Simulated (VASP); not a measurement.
A run of VASP 6.6.1:

The input POSCAR:

```
ZnO
1.0
   -0.0529175058      2.1337703963      2.1337703963
    2.1337703963     -0.0529175058      2.1337703963
    2.0808528905      2.0808528905      0.0000000000
Zn O
1 1
Direct
    0.0000000000      0.0000000000      0.0000000000
    0.5000000000      0.5000000000      0.5000000000
```

Contents of INCAR.step1:

```
SYSTEM = ZnO
PREC     = Accurate       ! precision mode
ENCUT    = 1480           ! plane-wave cutoff, eV
ISMEAR   = 0              ! smearing method
SIGMA    = 0.01           ! smearing width, eV
LREAL    = .FALSE.        ! projectors in reciprocal space
LASPH    = .TRUE.         ! aspherical terms in the spheres
NELM     = 120            ! most SCF steps
NBANDS   = 16             ! bands
GGA      = PE             ! functional
ALGO     = Normal         ! electronic algorithm
EDIFF    = 1E-5           ! SCF threshold, eV
LWAVE    = .TRUE.         ! write WAVECAR
LCHARG   = .FALSE.        ! write CHGCAR
GGA_COMPAT= .FALSE.
```

File INCAR.step2:

```
SYSTEM = ZnO
PREC     = Accurate       ! precision mode
ENCUT    = 1480           ! plane-wave cutoff, eV
EDIFF    = 1E-6           ! SCF threshold, eV
ISMEAR   = 0              ! smearing method
SIGMA    = 0.01           ! smearing width, eV
LREAL    = .FALSE.        ! projectors in reciprocal space
LASPH    = .TRUE.         ! aspherical terms in the spheres
NELM     = 120            ! most SCF steps
ALGO     = Normal         ! electronic algorithm
ISIF     = 2              ! what is computed and relaxed
LWAVE    = .FALSE.        ! write WAVECAR
LCHARG   = .FALSE.        ! write CHGCAR
METAGGA  = R2SCAN         ! meta-GGA
LMIXTAU  = .TRUE.       
NBANDS   = 16             ! bands
ISTART   = 1            
GGA_COMPAT= .FALSE.
```

KPOINTS

```
regular mesh
0
G
  10 10 10
  0 0 0
```

Potentials or basis: VASP PAW PBE potentials, release 64 (Zn, O_h).

Launch:

```sh
$ cat potpaw_PBE.64/Zn/POTCAR potpaw_PBE.64/O_h/POTCAR > POTCAR
$ cp INCAR.step1 INCAR
$ mpirun -np 1 vasp_std > vasp.out
$ cp INCAR.step2 INCAR
$ mpirun -np 1 vasp_std > vasp.out
```

Hardware: 1 thread of Intel(R) Xeon(R) 6975P-C (Granite Rapids) (shared host).

Q: Estimate the wall time of this run.

A: Wall time 6.6 min on 1 thread of Intel(R) Xeon(R) 6975P-C (Granite Rapids), on a shared host, peak memory 0.45 GiB. Counts: k points 171.
